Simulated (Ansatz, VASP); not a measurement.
# Zr2SeS2 in VASP and in Ansatz

```
CELL_PARAMETERS angstrom
4.08299 0.00000 0.00000
-2.04149 3.53597 0.00000
0.00000 0.00000 7.57027
ATOMIC_POSITIONS crystal
Zr 0.00000 0.00000 0.26333
Zr 0.00000 0.00000 0.73667
Se 0.33333 0.66667 0.00000
S 0.33333 0.66667 0.21060
S 0.33333 0.66667 0.78940
```

Alike in both runs: task relaxation of cell and atoms; functional PBE; k mesh 6 × 6 × 2; occupations gaussian, width 0.1 eV; no spin polarisation.

|  | VASP | Ansatz |
| --- | --- | --- |
| version | VASP 6.6.1 | Ansatz 0.2.0 |
| potentials or method | VASP PAW PBE potentials, release 64 (Zr_sv, Se, S), cutoff 600 eV | scalar-relativistic, plane waves, PAW |
| valence electrons in the cell | 42 | 52 |

Ansatz gave:

| Quantity | Value |
| --- | --- |
| gap on the k mesh at the Fermi level, each at its own relaxed structure (eV) | none |
| relaxed volume (Å³/atom) | 23.53 |
| relaxed cell length with the largest relative difference (Å) | 10.552 |

**Question.** What did VASP give for the same quantities?

**Answer.** gap on the k mesh at the Fermi level, each at its own relaxed structure (eV): none; relaxed volume (Å³/atom): 22.85; relaxed cell length with the largest relative difference (Å): 10.245.

A gap of «none» marks a metal or a gap that the smearing closes. VASP's potentials hold 42 valence electrons a cell and Ansatz's 52, so a difference there can come from the potentials and not from the codes.

The k mesh is coarse, so the values compare programs but aren't converged.
